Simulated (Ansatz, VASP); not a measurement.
# One calculation of BN, two programs

Contents of INCAR:

```
SYSTEM = BN
PREC = Accurate ; ENCUT = 520
EDIFF = 1E-6 ; ISMEAR = 0
SIGMA = 0.05 ; LREAL = .FALSE.
LASPH = .TRUE. ; NELM = 100
ALGO = Normal ; ISIF = 2
LWAVE = .FALSE. ; LCHARG = .FALSE.
GGA = PE ; NBANDS = 11
```

Contents of KPOINTS:

```
Automatic mesh
0
G
  12 12 12
  0 0 0
```

The input POSCAR:

```
BN
1.0
    0.0000000000      1.8861899132      1.8187155658
    1.8187155658      0.0000000000      1.8187155658
    1.8187155658      1.8861899132      0.0000000000
B N
1 1
Direct
    0.0000000000      0.0000000000      0.0000000000
    0.7500000000      0.7500000000      0.7500000000
```

Input for Ansatz:

```yaml
crystal:
  lattice:
    - [0.0, 1.8861899132, 1.8187155658]
    - [1.8187155658, 0.0, 1.8187155658]
    - [1.8187155658, 1.8861899132, 0.0]
  atoms:
    - { symbol: B, position: [0.0, 0.0, 0.0] }
    - { symbol: "N", position: [0.75, 0.75, 0.75] }
basis:
  ecutwfc: 520.0
kpoints:
  mp_grid: { grid: [12, 12, 12] }
hamiltonian:
  xc: pbe
scf:
  occupations: { method: gaussian, width: 0.05 }
output:
  forces: true
  stress: true
  eigenvalues: true
```

Alike in both runs: task single point; functional PBE; k mesh 12 × 12 × 12; occupations gaussian, width 0.05 eV; no spin polarisation.

```csv
,VASP,Ansatz
version,VASP 6.6.1,Ansatz 0.2.0
potentials or method,"VASP PAW PBE potentials, release 64 (B, N), cutoff 520 eV","scalar-relativistic, plane waves, PAW"
valence electrons in the cell,8,8
```

|  | VASP | Ansatz | Ansatz less VASP |
| --- | --- | --- | --- |
| gap on the k mesh at the Fermi level (eV) | 4.09 | 4.10 | +0.009 |
| least direct gap on the mesh (eV) | 8.36 | 8.37 | +0.009 |
| pressure (GPa) | -15.9 | -16.0 | -0.10 |
| traceless stress, the component that is largest in VASP (GPa) | -14.88 | -14.87 | +0.012 |
